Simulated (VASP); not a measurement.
A run of VASP 6.6.1:

Contents of INCAR:

```
SYSTEM = HPbNO4
ALGO = Normal ; EDIFF = 1E-7
ENCUT = 520 ; GGA = PS
ISIF = 2 ; ISMEAR = -1
LASPH = .TRUE. ; LCHARG = .FALSE.
LREAL = .FALSE. ; LWAVE = .FALSE.
NBANDS = 31 ; NELM = 60
PREC = Accurate ; SIGMA = 0.05
```

Contents of KPOINTS:

```
k-points
0
G
  5 5 3
  0 0 0
```

POSCAR

```
HPbNO4
1.0
    4.1374531021      0.1381905549      0.1740840053
    1.9170192996      3.7699610772      0.1062684501
    1.7578407415      1.1870048586      6.2696775431
H Pb N O
1 1 1 4
Direct
    0.8995083200      0.6792302821      0.6196270265
    0.1390480272      0.9393817463      0.8828093464
    0.2551400784      0.2868068584      0.3049477976
    0.8342379287      0.6510639412      0.7793957722
    0.3871419303      0.2150834874      0.1145501633
    0.3066753583      0.0293274974      0.4632537844
    0.0769783570      0.6149061872      0.3269161095
```

Potentials or basis: VASP PAW PBE potentials, release 64 (H, Pb_d, N, O).

Launch:

```sh
$ cat potpaw_PBE.64/H/POTCAR potpaw_PBE.64/Pb_d/POTCAR potpaw_PBE.64/N/POTCAR potpaw_PBE.64/O/POTCAR > POTCAR
$ mpirun -np 1 vasp_std > vasp.out
```

Hardware: 1 thread of Intel(R) Xeon(R) Platinum 8559C (Emerald Rapids), on a shared host.

Problem. How long does it take, and how much memory?

Solution. Wall time 79 s on 1 thread of Intel(R) Xeon(R) Platinum 8559C (Emerald Rapids), on a shared host, peak memory 0.28 GiB. Counts: scf iterations 17, k points 38.
